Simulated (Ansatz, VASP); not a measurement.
**Two plane-wave programs on CdTeF6**

```
Cd Te F
1.0
     0.00000    4.34630    4.34630
     4.34630    0.00000    4.34630
     4.34630    4.34630    0.00000
Cd Te F
1 1 6
Direct
  0.00000 0.00000 0.00000
  0.50000 0.50000 0.50000
  0.74029 0.25971 0.25971
  0.25971 0.74029 0.74029
  0.25971 0.74029 0.25971
  0.74029 0.25971 0.74029
  0.25971 0.25971 0.74029
  0.74029 0.74029 0.25971
```

Change from the starting cell: relaxed end of: species swapped into the MgZrF6 type (Fm-3m, No. 225).

Alike in both runs: task relaxation of cell and atoms; functional PBE; k mesh 6 × 6 × 6; occupations gaussian, width 0.02 eV; no spin polarisation.

|  | VASP | Ansatz |
| --- | --- | --- |
| version | VASP 6.6.1 | Ansatz 0.2.0 |
| potentials or method | VASP PAW PBE potentials, release 64 (Cd, Te, F), cutoff 600 eV | scalar-relativistic, plane waves, PAW |
| valence electrons in the cell | 60 | 78 |

VASP gave:

| Property | Result |
| --- | --- |
| gap on the k mesh at the Fermi level, each at its own relaxed structure (eV) | 2.71 |
| relaxed volume (Å³/atom) | 20.47 |
| relaxed length of the cell vector where the two differ most in proportion (Å) | 6.141 |

**Question.** Estimate Ansatz's values.

**Answer.** gap on the k mesh at the Fermi level, each at its own relaxed structure (eV): 2.74; relaxed volume (Å³/atom): 20.53; relaxed length of the cell vector where the two differ most in proportion (Å): 6.147.

VASP's potentials hold 60 valence electrons a cell and Ansatz's 78, so a difference there can come from the potentials and not from the codes. Ansatz's warnings: xc potential rough in thin density.

Spin-orbit coupling is off throughout.
